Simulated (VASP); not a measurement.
# GaN (F-43m) in VASP: settings compared

Aim: see how the results for GaN move with the level of theory and the settings. Levels: PBE, B3LYP5, b88 exchange, pbe correlation. Tasks: single point.

Everything below comes from runs of VASP 6.6.1. Logs are shortened: lines on timing, memory, paths and dates and some standing lists are left out, and cuts for length are marked.

### 1 The cell of the first run

It takes space group F-43m (No. 216, cubic). The conventional cell has a = 4.595 Å, b = 4.595 Å, c = 4.595 Å, α = 90.00°, β = 90.00°, γ = 90.00°. Ga (site symmetry -43m) has 4 N at 1.99 Å within 2.6 Å. N (site symmetry -43m) has 4 Ga at 1.99 Å within 2.6 Å.

### 2 Single point, PBE, non-collinear spin, zero start, spin-orbit coupling

File INCAR:

```
PREC = Accurate ; ENCUT = 520
EDIFF = 1E-6 ; ISMEAR = -1
SIGMA = 0.05 ; LREAL = F
LASPH = T ; NELM = 150
ALGO = Normal ; ISIF = 2
LWAVE = F ; LCHARG = F
MAGMOM = 0 0 0 0 0 0 ; LORBIT = 11
LSORBIT = T ; GGA_COMPAT = F
LORBMOM = T ; GGA = PE
NBANDS = 30
```

File KPOINTS:

```
Automatic mesh
0
Gamma
  10 10 10
```

File POSCAR:

```
GaN
1.0
    0.0000000000      2.2976981147      2.2976981147
    2.2976981147      0.0000000000      2.2976981147
    2.2976981147      2.2976981147      0.0000000000
Ga N
1 1
Direct
    0.0000000000      0.0000000000      0.0000000000
    0.2500000000      0.2500000000      0.2500000000
```

Potentials or basis: VASP PAW PBE potentials, release 64 (Ga_d, N).

Command:

```sh
$ cat potpaw_PBE.64/Ga_d/POTCAR potpaw_PBE.64/N/POTCAR > POTCAR
$ mpirun -np 1 vasp_ncl > vasp.out
```

OUTCAR:

```text
PREC = Accurate
   ENCUT = 520
   EDIFF = 1E-6
   ISMEAR = -1
   LREAL = F
   LASPH = T
   NELM = 150
   ISIF = 2
   LORBIT = 11
   LSORBIT = T
   GGA = PE

 ion  position               nearest neighbor table
   1  0.000  0.000  0.000-   2 1.99   2 1.99   2 1.99   2 1.99
   2  0.250  0.250  0.250-   1 1.99   1 1.99   1 1.99   1 1.99

  LATTYP: Found a face centered cubic cell.
 ALAT       =     4.5953962294

  Lattice vectors:

 A1 = (   0.0000000000,   2.2976981147,   2.2976981147)
 A2 = (   2.2976981147,   0.0000000000,   2.2976981147)
 A3 = (   2.2976981147,   2.2976981147,   0.0000000000)

Analysis of symmetry for initial positions (statically):
=====================================================================
 Subroutine PRICEL returns:
 Original cell was already a primitive cell.

 Routine SETGRP: Setting up the symmetry group for a
 face centered cubic supercell.

 Subroutine GETGRP returns: Found 24 space group operations
 (whereof 24 operations were pure point group operations)
 out of a pool of 48 trial point group operations.

The static configuration has the point symmetry T_d .

Analysis of symmetry for dynamics (positions and initial velocities):
=====================================================================
 Subroutine PRICEL returns:
 Original cell was already a primitive cell.

 Routine SETGRP: Setting up the symmetry group for a
 face centered cubic supercell.

 Subroutine GETGRP returns: Found 24 space group operations
 (whereof 24 operations were pure point group operations)
 out of a pool of 48 trial point group operations.

The dynamic configuration has the point symmetry T_d .

Analysis of structural, dynamic, and magnetic symmetry:
=====================================================================
 Subroutine PRICEL returns:
 Original cell was already a primitive cell.

 Routine SETGRP: Setting up the symmetry group for a
 face centered cubic supercell.

 Subroutine GETGRP returns: Found 24 space group operations
 (whereof 24 operations were pure point group operations)
 out of a pool of 48 trial point group operations.

The overall configuration has the point symmetry T_d .

 Subroutine INISYM returns: Found 24 space group operations
 (whereof 24 operations are pure point group operations),
[... 970 lines left out ...]
      0.00000      0.00000      0.00000        -0.000000     -0.000000     -0.000000
      1.14885      1.14885      1.14885         0.000000      0.000000      0.000000
 -----------------------------------------------------------------------------------
    total drift:                                0.000001      0.000001      0.000001

  FREE ENERGIE OF THE ION-ELECTRON SYSTEM (eV)
  ---------------------------------------------------
  free  energy   TOTEN  =       -12.1480035387 eV

  energy  without entropy=      -12.1480035281  energy(sigma->0) =      -12.14800353

 orbital moment (x)

 # of ion     p       d       tot
 ----------------------------------------
  1        -0.000   0.000  -0.000
  2        -0.000   0.000  -0.000
 ----------------------------------------
           -0.000   0.000  -0.000

 orbital moment (y)

 # of ion     p       d       tot
 ----------------------------------------
  1         0.000   0.000   0.000
  2         0.000   0.000   0.000
 ----------------------------------------
            0.000   0.000   0.000

 orbital moment (z)

 # of ion     p       d       tot
 ----------------------------------------
  1        -0.000   0.000  -0.000
  2        -0.000   0.000  -0.000
 ----------------------------------------
           -0.000   0.000  -0.000

 Spin-Orbit-Coupling matrix elements

 Ion:    1  E_soc:     -0.0104585
 l=   1
     0.0000000    -0.0009287    -0.0009287
    -0.0009287     0.0000000    -0.0009287
    -0.0009287    -0.0009287     0.0000000
 l=   2
     0.0000000    -0.0001688     0.0000000    -0.0001688    -0.0006457
    -0.0001688     0.0000000    -0.0004842    -0.0001688    -0.0001614
     0.0000000    -0.0004842     0.0000000    -0.0004842     0.0000000
    -0.0001688    -0.0001688    -0.0004842     0.0000000    -0.0001614
    -0.0006457    -0.0001614     0.0000000    -0.0001614     0.0000000
 l=   3
     0.0000000     0.0000000     0.0000000     0.0000000     0.0000000     0.0000000     0.0000000
     0.0000000     0.0000000     0.0000000     0.0000000     0.0000000     0.0000000     0.0000000
     0.0000000     0.0000000     0.0000000     0.0000000     0.0000000     0.0000000     0.0000000
     0.0000000     0.0000000     0.0000000     0.0000000     0.0000000     0.0000000     0.0000000
     0.0000000     0.0000000     0.0000000     0.0000000     0.0000000     0.0000000     0.0000000
     0.0000000     0.0000000     0.0000000     0.0000000     0.0000000     0.0000000     0.0000000
     0.0000000     0.0000000     0.0000000     0.0000000     0.0000000     0.0000000     0.0000000

 Ion:    2  E_soc:     -0.0000971
 l=   1
     0.0000000    -0.0000162    -0.0000162
    -0.0000162     0.0000000    -0.0000162
    -0.0000162    -0.0000162     0.0000000
 l=   2
     0.0000000     0.0000000     0.0000000     0.0000000     0.0000000
     0.0000000     0.0000000     0.0000000     0.0000000     0.0000000
     0.0000000     0.0000000     0.0000000     0.0000000     0.0000000
     0.0000000     0.0000000     0.0000000     0.0000000     0.0000000
     0.0000000     0.0000000     0.0000000     0.0000000     0.0000000
 l=   3
     0.0000000     0.0000000     0.0000000     0.0000000     0.0000000     0.0000000     0.0000000
     0.0000000     0.0000000     0.0000000     0.0000000     0.0000000     0.0000000     0.0000000
     0.0000000     0.0000000     0.0000000     0.0000000     0.0000000     0.0000000     0.0000000
     0.0000000     0.0000000     0.0000000     0.0000000     0.0000000     0.0000000     0.0000000
     0.0000000     0.0000000     0.0000000     0.0000000     0.0000000     0.0000000     0.0000000
     0.0000000     0.0000000     0.0000000     0.0000000     0.0000000     0.0000000     0.0000000
     0.0000000     0.0000000     0.0000000     0.0000000     0.0000000     0.0000000     0.0000000

 total charge

# of ion       s       p       d       tot
------------------------------------------
    1        0.782   0.831  10.144  11.756
    2        1.227   2.472   0.000   3.699
--------------------------------------------------
tot          2.008   3.303  10.144  15.455

 magnetization (x)

# of ion       s       p       d       tot
------------------------------------------
    1       -0.000  -0.000  -0.000  -0.000
    2        0.000   0.000   0.000   0.000
--------------------------------------------------
tot          0.000  -0.000  -0.000  -0.000

 magnetization (y)

# of ion       s       p       d       tot
------------------------------------------
    1        0.000  -0.000  -0.000  -0.000
    2        0.000   0.000   0.000   0.000
--------------------------------------------------
tot          0.000  -0.000  -0.000   0.000

 magnetization (z)

# of ion       s       p       d       tot
------------------------------------------
    1       -0.000  -0.000  -0.000  -0.000
    2        0.000   0.000   0.000   0.000
--------------------------------------------------
tot          0.000   0.000  -0.000   0.000
```

OSZICAR:

```text
N       E                     dE             d eps       ncg     rms          rms(c)
DAV:   1     0.140718039384E+03    0.14072E+03   -0.85463E+03  5314   0.217E+03
DAV:   2     0.544527446066E+01   -0.13527E+03   -0.12511E+03  4544   0.481E+02
DAV:   3    -0.134116932758E+02   -0.18857E+02   -0.18525E+02  5000   0.130E+02
DAV:   4    -0.140467614501E+02   -0.63507E+00   -0.63381E+00  4998   0.265E+01
DAV:   5    -0.140591528425E+02   -0.12391E-01   -0.12390E-01  5014   0.368E+00    0.751E+00
DAV:   6    -0.121301994670E+02    0.19290E+01   -0.37105E+00  7214   0.407E+01    0.241E+00
DAV:   7    -0.121561477771E+02   -0.25948E-01   -0.50228E-01  4764   0.786E+00    0.180E+00
DAV:   8    -0.121590624603E+02   -0.29147E-02   -0.95344E-02  6500   0.401E+00    0.118E+00
DAV:   9    -0.121475243841E+02    0.11538E-01   -0.23112E-02  6718   0.328E+00    0.321E-01
DAV:  10    -0.121480927299E+02   -0.56835E-03   -0.32660E-03  5680   0.705E-01    0.254E-01
DAV:  11    -0.121480048918E+02    0.87838E-04   -0.38021E-04  6436   0.576E-01    0.826E-02
DAV:  12    -0.121480088631E+02   -0.39713E-05   -0.68980E-05  4786   0.718E-02    0.773E-02
DAV:  13    -0.121480216723E+02   -0.12809E-04   -0.73123E-06  5628   0.363E-02    0.115E-01
DAV:  14    -0.121480033546E+02    0.18318E-04   -0.46452E-05  5700   0.729E-02    0.158E-02
DAV:  15    -0.121480035387E+02   -0.18409E-06   -0.49061E-06  5498   0.218E-02
   1 F= -.12148004E+02 E0= -.12148004E+02  d E =-.105715E-07  mag=     0.0000    -0.0000    -0.0000
```

Wall time 86 s (1 thread of AMD EPYC 7R13 (Zen 3), shared host); peak memory 0.21 GiB.

What came out:

* Free energy: -12.1480 eV
* Pressure: -4.8 GPa
* Net moment: 0.00 μB per cell
* Valence electrons inside the program's atomic spheres: Ga 11.76; N 3.70

Moments on the atoms (μB; x, y, z):
```
Ga  0.00 0.00 0.00
N   0.00 0.00 0.00
```

Caveat: the cell stands under tension.

[end of part 1 of 2]
